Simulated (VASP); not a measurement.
Here is a VASP 6.6.1 calculation.

File INCAR:

```
PREC = Accurate ; ENCUT = 520
EDIFF = 1E-6 ; ISMEAR = 0
SIGMA = 0.1 ; LREAL = F
LASPH = T ; NELM = 100
ALGO = Normal ; ISIF = 2
LWAVE = F ; LCHARG = F
GGA = PE ; NBANDS = 31
```

KPOINTS

```
Automatic mesh
0
Gamma
  12 12 10
```

The input POSCAR:

```
ZnCu
1.0
    3.8605065241      0.0000000000      0.0000000000
   -1.9302532620      3.3432967213      0.0000000000
    0.0000000000      0.0000000000      4.8716010877
Cu Zn
2 2
Direct
    0.0000000000      0.0000000000      0.0000000000
    0.0000000000      0.0000000000      0.5000000000
    0.3333333333      0.6666666667      0.2500000000
    0.6666666667      0.3333333333      0.7500000000
```

Potentials or basis: VASP PAW PBE potentials, release 64 (Cu, Zn).

The run is started by

```sh
$ cat potpaw_PBE.64/Cu/POTCAR potpaw_PBE.64/Zn/POTCAR > POTCAR
$ mpirun -np 1 vasp_std > vasp.out
```

What does it give for the pressure?

0.3 GPa.

Predict the band gap on the k mesh.

zero (band 23 reaches 9.54 eV, above the bottom of band 24 at 1.83 eV).
